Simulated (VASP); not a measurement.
# Ta (Im-3m) in VASP: further runs

Runs on Ta. Level: PBEsol. Tasks: single point, relaxation of cell and atoms.

Everything below comes from runs of VASP 6.6.1. Logs are shortened: lines on timing, memory, paths and dates and some standing lists are left out, and cuts for length are marked.

### 1 The cell of the first run

The structure is cubic, space group Im-3m (No. 229). The conventional cell has a = 3.313 Å, b = 3.313 Å, c = 3.313 Å, α = 90.00°, β = 90.00°, γ = 90.00°. Ta (site symmetry m-3m) has 14 Ta at 2.87 to 3.31 Å within 3.8 Å.

### 2 Single point, PBEsol (volume scaled by 1.03)

File INCAR:

```
ALGO = Fast ; EDIFF = 1E-7
ENCUT = 520 ; GGA = PS
ISIF = 2 ; ISMEAR = 0
LASPH = T ; LCHARG = F
LREAL = F ; LWAVE = F
NBANDS = 12 ; NELM = 80
PREC = Accurate ; SIGMA = 0.1
```

File KPOINTS:

```
k-points
0
Gamma
  18 18 18
```

File POSCAR:

```
Ta
1.0
   -1.6565010141      1.6565010141      1.6565010141
    1.6565010141     -1.6565010141      1.6565010141
    1.6565010141      1.6565010141     -1.6565010141
Ta
1
Direct
    0.0000000000      0.0000000000      0.0000000000
```

Potentials or basis: VASP PAW PBE potentials, release 64 (Ta_pv).

Launch:

```sh
$ cat potpaw_PBE.64/Ta_pv/POTCAR > POTCAR
$ mpirun -np 1 vasp_std > vasp.out
```

OUTCAR:

```text
EDIFF = 1E-7
   ENCUT = 520
   GGA = PS
   ISIF = 2
   ISMEAR = 0
   LASPH = T
   LREAL = F
   NELM = 80
   PREC = Accurate

 ion  position               nearest neighbor table
   1  0.000  0.000  0.000-

  LATTYP: Found a body centered cubic cell.
 ALAT       =     3.3130020282

  Lattice vectors:

 A1 = (  -1.6565010141,   1.6565010141,   1.6565010141)
 A2 = (   1.6565010141,  -1.6565010141,   1.6565010141)
 A3 = (   1.6565010141,   1.6565010141,  -1.6565010141)

Analysis of symmetry for initial positions (statically):
=====================================================================
 Subroutine PRICEL returns:
 Original cell was already a primitive cell.

 Routine SETGRP: Setting up the symmetry group for a
 body centered cubic supercell.

 Subroutine GETGRP returns: Found 48 space group operations
 (whereof 48 operations were pure point group operations)
 out of a pool of 48 trial point group operations.

The static configuration has the point symmetry O_h .

Analysis of symmetry for dynamics (positions and initial velocities):
=====================================================================
 Subroutine PRICEL returns:
 Original cell was already a primitive cell.

 Routine SETGRP: Setting up the symmetry group for a
 body centered cubic supercell.

 Subroutine GETGRP returns: Found 48 space group operations
 (whereof 48 operations were pure point group operations)
 out of a pool of 48 trial point group operations.

The dynamic configuration has the point symmetry O_h .

 Subroutine INISYM returns: Found 48 space group operations
 (whereof 48 operations are pure point group operations),
 and found     1 'primitive' translations

----------------------------------------------------------------------------------------

                                     Primitive cell

  volume of cell :      18.1817

  direct lattice vectors                    reciprocal lattice vectors
    -1.656501014  1.656501014  1.656501014     0.000000000  0.301841047  0.301841047
     1.656501014 -1.656501014  1.656501014     0.301841047  0.000000000  0.301841047
     1.656501014  1.656501014 -1.656501014     0.301841047  0.301841047  0.000000000

  length of vectors
     2.869143919  2.869143919  2.869143919     0.426867702  0.426867702  0.426867702

  position of ions in fractional coordinates (direct lattice)
     0.000000000  0.000000000  0.000000000

  ion indices of the primitive-cell ions
   primitive index   ion index
[... 76 lines left out ...]
   NSW    =      0    number of steps for IOM
   IBRION =     -1    ionic relax: 0-MD 1-quasi-New 2-CG
   NFREE  =      0    steps in history (QN), initial steepest desc. (CG)
   ISIF   =      2    stress and relaxation
   ISYM   =      2    0-nonsym 1-usesym 2-fastsym
   POTIM  = 0.5000    time-step for ionic-motion
   TEBEG  =    0.0;   TEEND  =   0.0 temperature during run
   PSTRESS=    0.0 pullay stress
   NELECT =      11.0000    total number of electrons
   NUPDOWN=      -1.0000    fix difference up-down
   EMIN   =  10.00;   EMAX   =-10.00  energy-range for DOS
   EFERMI =   0.00;   METHOD = LEGACY
   ISMEAR =     0;   SIGMA  =   0.10  broadening in eV -4-tet -1-fermi 0-gaus
   EFERMI_NEDOS =   21; number of points for ismear=-14 and -15
   IALGO  =     68    algorithm
   IMIX   =      4    mixing-type and parameters
     AMIX     =   0.40;   BMIX     =  1.00
     AMIX_MAG =   1.60;   BMIX_MAG =  1.00
  volume/ion in A,a.u.               =      18.18       122.70
  Fermi-wavevector in a.u.,A,eV,Ry     =   1.384610  2.616533 26.084326  1.917144
  Thomas-Fermi vector in A             =   2.509098
   LORBIT       =      0    0 simple, 1 ext, 2 COOP (PROOUT), +10 PAW based schemes
   GGA     = PS    functional components
   LHFCALC =     F    Hartree Fock is set to
   AEXX    =    0.0000 exact exchange contribution
   IVDW    =     0    specifies the selected vdW correction
   LEPSILON=     F    determine dielectric tensor
   LRPA    =     F    only Hartree local field effects (RPA)
 non-spin polarized calculation
 RMM-DIIS sequential band-by-band and
 Gauss-broadening in eV      SIGMA  =   0.10
  energy-cutoff  :      520.00
  volume of cell :       18.18
 maximum number of plane-waves:       500
 NGX is ok and might be reduce to    24
   NGX = 11   NGY = 11   NGZ = 11

 number of electron      11.0000001 magnetization

 Free energy of the ion-electron system (eV)
  ---------------------------------------------------
  ext. energy  EPLUGINS =         0.00000000
  ---------------------------------------------------
  free energy    TOTEN  =       -12.54629326 eV

  energy without entropy =      -12.54018450  energy(sigma->0) =      -12.54323888

 E-fermi :   5.2532     XC(G=0): -12.6800

 val. band max:        5.2397959331   @ k =   0.3333   0.0000   0.0000
 cond. band min:       5.2642535658   @ k =  -0.2778   0.3889   0.1111
 fundamental gap:      0.0244576327
 Fermi energy:         5.2531960345

 k-point     1 :       0.0000    0.0000    0.0000
  band No.  band energies     occupation
      1     -27.8166      2.00000
      2     -27.8166      2.00000
      3     -27.8166      2.00000
      4      -2.6474      2.00000
      5       5.9660      0.00000
      6       5.9660      0.00000
      7       5.9660      0.00000
      8       9.2022      0.00000
      9       9.2022      0.00000
     10      20.2418      0.00000
     11      20.2418      0.00000
     12      20.2418      0.00000
[... 331 lines left out ...]
 k-point    24 :       0.3889    0.1111    0.0000
  band No.  band energies     occupation
      1     -28.8904      2.00000
      2     -28.2182      2.00000
      3     -27.8738      2.00000
      4       1.2859      2.00000
      5       3.8385      2.00000
      6       5.8897      0.00000
      7       8.9506      0.00000
      8      10.2287      0.00000
      9      13.0612      0.00000
     10      16.5812      0.00000
     11      18.1987      0.00000
     12      21.9204      0.00000

 [... further k-points ...]
[... 5 lines left out ...]
  --------------------------------------------------------------------------------------
  -------------------------------------------------------------------------------------
  Total       -0.6418229     -0.6418229     -0.6418229      0.0000000     -0.0000000     -0.0000000
  in kB      -56.5575591    -56.5575591    -56.5575591      0.0000000     -0.0000000     -0.0000000
  external PRESSURE =     -56.5575591 kB  Pullay stress =       0.0000000 kB

 VOLUME and BASIS-vectors are now :
 -----------------------------------------------------------------------------
  energy-cutoff  :      520.00
  volume of cell :       18.18
      direct lattice vectors                 reciprocal lattice vectors
    -1.656501014  1.656501014  1.656501014     0.000000000  0.301841047  0.301841047
     1.656501014 -1.656501014  1.656501014     0.301841047  0.000000000  0.301841047
     1.656501014  1.656501014 -1.656501014     0.301841047  0.301841047  0.000000000

 POSITION                                       TOTAL-FORCE (eV/Angst)
 -----------------------------------------------------------------------------------
      0.00000      0.00000      0.00000         0.000000     -0.000000      0.000000
 -----------------------------------------------------------------------------------
    total drift:                                0.000000      0.000000      0.000000

  FREE ENERGIE OF THE ION-ELECTRON SYSTEM (eV)
  ---------------------------------------------------
  free  energy   TOTEN  =       -12.5462932635 eV

  energy  without entropy=      -12.5401844990  energy(sigma->0) =      -12.54323888
```

Wall time 57 s (1 thread of AMD EPYC 7R43 (Zen 3), shared host); peak memory 0.14 GiB.

What came out:

* Free energy: -12.5463 eV
* Pressure: -5.7 GPa

Levels at points of the mesh, in eV from the Fermi level:
```csv
k point,band 2,band 3,band 4,band 5,band 6,band 7,band 8,band 9
"(0.00, 0.00, 0.00)",-33.07,-33.07,-7.90,0.71,0.71,0.71,3.95,3.95
"(0.50, 0.00, 0.00)",-33.44,-33.08,-4.36,-1.53,1.56,3.82,4.84,7.71
"(0.50, 0.50, 0.50)",-33.87,-33.87,-3.76,-3.76,6.76,6.76,6.76,8.57
```

Caveat: the PAW data sets were made with another functional, which shifts forces and pressure a little; spin-orbit coupling is left out, which moves the levels of the heavy elements.

### 3 Single point, PBEsol (volume scaled by 1.06)

File INCAR:

```
SYSTEM = Ta
ALGO     = Fast           ! electronic algorithm
EDIFF    = 1E-6           ! SCF threshold, eV
ENCUT    = 520            ! plane-wave cutoff, eV
GGA      = PS             ! functional
ISIF     = 2              ! what is computed and relaxed
ISMEAR   = 0              ! smearing method
LASPH    = .True.         ! aspherical terms in the spheres
LCHARG   = .True.         ! write CHGCAR
LELF     = .True.         ! ELF
LREAL    = .False.        ! projectors in reciprocal space
LVHAR    = .True.       
LWAVE    = .False.        ! write WAVECAR
NBANDS   = 12             ! bands
NELM     = 100            ! most SCF steps
PREC     = Accurate       ! precision mode
SIGMA    = 0.1            ! smearing width, eV
```

File KPOINTS:

```
k-points
0
Gamma
  18 18 18
  0 0 0
```

File POSCAR:

```
Ta
1.0
   -1.6724298856      1.6724298856      1.6724298856
    1.6724298856     -1.6724298856      1.6724298856
    1.6724298856      1.6724298856     -1.6724298856
Ta
1
Direct
    0.0000000000      0.0000000000      0.0000000000
```

Potentials or basis: VASP PAW PBE potentials, release 64 (Ta_pv).

Launch:

```sh
$ cat potpaw_PBE.64/Ta_pv/POTCAR > POTCAR
$ mpirun -np 1 vasp_std > vasp.out
```

OUTCAR:

```text
SYSTEM = Ta
   EDIFF = 1E-6
   ENCUT = 520
   GGA = PS
   ISIF = 2
   ISMEAR = 0
   LASPH = .True.
   LREAL = .False.
   NELM = 100
   PREC = Accurate

 ion  position               nearest neighbor table
   1  0.000  0.000  0.000-

  LATTYP: Found a body centered cubic cell.
 ALAT       =     3.3448597712

  Lattice vectors:

 A1 = (  -1.6724298856,   1.6724298856,   1.6724298856)
 A2 = (   1.6724298856,  -1.6724298856,   1.6724298856)
 A3 = (   1.6724298856,   1.6724298856,  -1.6724298856)

Analysis of symmetry for initial positions (statically):
=====================================================================
 Subroutine PRICEL returns:
 Original cell was already a primitive cell.

 Routine SETGRP: Setting up the symmetry group for a
 body centered cubic supercell.

 Subroutine GETGRP returns: Found 48 space group operations
 (whereof 48 operations were pure point group operations)
 out of a pool of 48 trial point group operations.

The static configuration has the point symmetry O_h .

Analysis of symmetry for dynamics (positions and initial velocities):
=====================================================================
 Subroutine PRICEL returns:
 Original cell was already a primitive cell.

 Routine SETGRP: Setting up the symmetry group for a
 body centered cubic supercell.

 Subroutine GETGRP returns: Found 48 space group operations
 (whereof 48 operations were pure point group operations)
 out of a pool of 48 trial point group operations.

The dynamic configuration has the point symmetry O_h .

 Subroutine INISYM returns: Found 48 space group operations
 (whereof 48 operations are pure point group operations),
 and found     1 'primitive' translations

----------------------------------------------------------------------------------------
[... 111 lines left out ...]
     AMIX_MAG =   1.60;   BMIX_MAG =  1.00
  volume/ion in A,a.u.               =      18.71       126.27
  Fermi-wavevector in a.u.,A,eV,Ry     =   1.371422  2.591612 25.589818  1.880799
  Thomas-Fermi vector in A             =   2.497120
   LORBIT       =      0    0 simple, 1 ext, 2 COOP (PROOUT), +10 PAW based schemes
   GGA     = PS    functional components
   LHFCALC =     F    Hartree Fock is set to
   AEXX    =    0.0000 exact exchange contribution
   IVDW    =     0    specifies the selected vdW correction
   LEPSILON=     F    determine dielectric tensor
   LRPA    =     F    only Hartree local field effects (RPA)
 non-spin polarized calculation
 RMM-DIIS sequential band-by-band and
 Gauss-broadening in eV      SIGMA  =   0.10
  energy-cutoff  :      520.00
  volume of cell :       18.71
 maximum number of plane-waves:       531
 NGX is ok and might be reduce to    24
   NGX = 11   NGY = 11   NGZ = 11

 number of electron      10.9999999 magnetization

 Free energy of the ion-electron system (eV)
  ---------------------------------------------------
  ext. energy  EPLUGINS =         0.00000000
  ---------------------------------------------------
  free energy    TOTEN  =       -12.51924114 eV

  energy without entropy =      -12.51303014  energy(sigma->0) =      -12.51613564

 E-fermi :   5.0228     XC(G=0): -12.5344

 val. band max:        5.0162140722   @ k =   0.1111   0.1111   0.0000
 cond. band min:       5.0336574871   @ k =  -0.3889   0.5000   0.0556
 fundamental gap:      0.0174434149
 Fermi energy:         5.0228114589

 k-point     1 :       0.0000    0.0000    0.0000
  band No.  band energies     occupation
      1     -28.1599      2.00000
      2     -28.1599      2.00000
      3     -28.1599      2.00000
      4      -2.7619      2.00000
      5       5.7359      0.00000
      6       5.7359      0.00000
      7       5.7359      0.00000
      8       8.8711      0.00000
      9       8.8711      0.00000
     10      19.8801      0.00000
     11      19.8801      0.00000
     12      19.8801      0.00000
[... 331 lines left out ...]
 k-point    24 :       0.3889    0.1111   -0.0000
  band No.  band energies     occupation
      1     -29.1358      2.00000
      2     -28.5262      2.00000
      3     -28.2110      2.00000
      4       1.1639      2.00000
      5       3.6835      2.00000
      6       5.5883      0.00000
      7       8.6126      0.00000
      8       9.8374      0.00000
      9      12.5593      0.00000
     10      15.9382      0.00000
     11      17.7746      0.00000
     12      21.2384      0.00000

 [... further k-points ...]
[... 5 lines left out ...]
  --------------------------------------------------------------------------------------
  -------------------------------------------------------------------------------------
  Total       -1.2508090     -1.2508090     -1.2508090     -0.0000000     -0.0000000      0.0000000
  in kB     -107.1020612   -107.1020612   -107.1020612     -0.0000000     -0.0000000      0.0000000
  external PRESSURE =    -107.1020612 kB  Pullay stress =       0.0000000 kB

 VOLUME and BASIS-vectors are now :
 -----------------------------------------------------------------------------
  energy-cutoff  :      520.00
  volume of cell :       18.71
      direct lattice vectors                 reciprocal lattice vectors
    -1.672429886  1.672429886  1.672429886     0.000000000  0.298966195  0.298966195
     1.672429886 -1.672429886  1.672429886     0.298966195  0.000000000  0.298966195
     1.672429886  1.672429886 -1.672429886     0.298966195  0.298966195  0.000000000

 POSITION                                       TOTAL-FORCE (eV/Angst)
 -----------------------------------------------------------------------------------
      0.00000      0.00000      0.00000         0.000000      0.000000     -0.000000
 -----------------------------------------------------------------------------------
    total drift:                               -0.000000      0.000000      0.000000

  FREE ENERGIE OF THE ION-ELECTRON SYSTEM (eV)
  ---------------------------------------------------
  free  energy   TOTEN  =       -12.5192411409 eV

  energy  without entropy=      -12.5130301446  energy(sigma->0) =      -12.51613564
```

OSZICAR:

```text
N       E                     dE             d eps       ncg     rms          rms(c)
DAV:   1     0.602747790290E+02    0.60275E+02   -0.61487E+03  4704   0.872E+02
DAV:   2    -0.120403822784E+02   -0.72315E+02   -0.70604E+02  5240   0.244E+02
DAV:   3    -0.130645274986E+02   -0.10241E+01   -0.10139E+01  5628   0.273E+01
DAV:   4    -0.130672840241E+02   -0.27565E-02   -0.27563E-02  5192   0.159E+00
DAV:   5    -0.130672935276E+02   -0.95035E-05   -0.95027E-05  5596   0.885E-02    0.129E+01
RMM:   6    -0.126409801721E+02    0.42631E+00   -0.29581E-01  5043   0.438E+00    0.611E+00
RMM:   7    -0.125199787082E+02    0.12100E+00   -0.28528E-01  5247   0.417E+00    0.345E-01
RMM:   8    -0.125191976433E+02    0.78106E-03   -0.11868E-02  5521   0.990E-01    0.298E-01
RMM:   9    -0.125192587989E+02   -0.61156E-04   -0.17485E-03  5760   0.360E-01    0.623E-02
RMM:  10    -0.125192354530E+02    0.23346E-04   -0.26278E-04  5730   0.135E-01    0.857E-03
RMM:  11    -0.125192395809E+02   -0.41279E-05   -0.58585E-05  5978   0.541E-02    0.607E-03
RMM:  12    -0.125192406051E+02   -0.10242E-05   -0.98468E-06  5310   0.193E-02    0.189E-02
RMM:  13    -0.125192411409E+02   -0.53580E-06   -0.25510E-06  4105   0.912E-03
   1 F= -.12519241E+02 E0= -.12516136E+02  d E =-.621100E-02
```

It took 56 s on 1 thread of AMD EPYC 7R43 (Zen 3), shared host; peak memory 0.14 GiB.

Results:

- Free energy: -12.5192 eV
- Pressure: -10.7 GPa

Levels at points of the mesh, in eV from the Fermi level:
| k point | band 3 | band 4 | band 5 | band 6 | band 7 | band 8 |
| --- | --- | --- | --- | --- | --- | --- |
| (0.00, 0.00, 0.00) | -33.18 | -7.78 | 0.71 | 0.71 | 0.71 | 3.85 |
| (0.50, 0.00, 0.00) | -33.19 | -4.23 | -1.45 | 1.44 | 3.70 | 4.69 |
| (0.50, 0.50, 0.50) | -33.91 | -3.60 | -3.60 | 6.53 | 6.53 | 6.53 |

Caveat: the PAW data sets were made with another functional, which shifts forces and pressure a little; spin-orbit coupling is left out, which moves the levels of the heavy elements.

(Continued in part 2 of 2.)
